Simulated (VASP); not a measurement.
**Cd: single point with revPBE**

Crystal: Cd.

```
CELL_PARAMETERS angstrom
0.00000 3.48035 3.48035
3.48035 0.00000 3.48035
3.48035 3.48035 0.00000
ATOMIC_POSITIONS crystal
Cd 0.12500 0.12500 0.12500
Cd 0.87500 0.87500 0.87500
```

This cell differs from its parent crystal: volume scaled by 1.04.

- Program: VASP 6.6.1
- Task: single point
- Functional: revPBE
- Potentials or basis: VASP PAW PBE potentials, release 64 (Cd)
- Cutoff: 520 eV
- k mesh: 9 × 9 × 9
- Occupations: fermi-dirac, width 0.1 eV
- Spin: no spin polarisation
- Dipole correction: no
- Further INCAR settings: ALGO = Normal; EDIFF = 1e-06; NBANDS = 19

```json
{
  "Pressure": "-0.2 GPa",
  "Band gap on the k mesh": "zero (band 12 reaches 3.65 eV, above the bottom of band 13 at -0.34 eV)"
}
```

Levels at points of the mesh, in eV from the Fermi level:
```
           k point  band 8  band 9  band 10  band 11  band 12  band 13  band 14  band 15  band 16  band 17
(0.00, 0.00, 0.00)   -8.52   -8.42    -8.42    -5.89     3.73     3.73     3.73     3.74     4.99     4.99
```

It took 52 s on 1 thread of Intel(R) Xeon(R) Platinum 8175M CPU @ 2.50GHz (Skylake/Cascade Lake), on a shared host, peak memory 0.24 GiB.

Caveat: the PAW data sets were made with another functional, which shifts forces and pressure a little.
